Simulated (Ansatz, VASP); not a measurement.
As: VASP beside Ansatz

```
As
1.0
     3.57490    0.00000    0.00000
    -1.78745    3.09596    0.00000
     0.00000    0.00000   26.41564
As
2
Cartesian
  0.0000 2.0640 8.4694
  1.7875 1.0320 9.8384
```

Alike in both runs: task single point; functional PBE; k mesh 12 × 12 × 1; occupations fermi-dirac, width 0.02 eV; no spin polarisation.

|  | VASP | Ansatz |
| --- | --- | --- |
| version | VASP 6.6.1 | Ansatz 0.2.0 |
| potentials or method | VASP PAW PBE potentials, release 64 (As) | plane waves, PAW |
| plane-wave cutoff (eV) | 520 | 420 |
| valence electrons in the cell | 10 | 30 |

|  | VASP | Ansatz | Ansatz less VASP |
| --- | --- | --- | --- |
| gap on the k mesh at the Fermi level (eV) | 1.68 | 1.68 | -0.002 |
| rms of the force components (eV/Å) | 0.285 | 0.228 | -0.0571 |

Atom by atom the forces differ by 0.057 eV/Å (rms over components). With one functional, cell and mesh, what is left measures potentials, basis and numerics. VASP's potentials hold 10 valence electrons a cell and Ansatz's 30, so a difference there can come from the potentials and not from the codes.
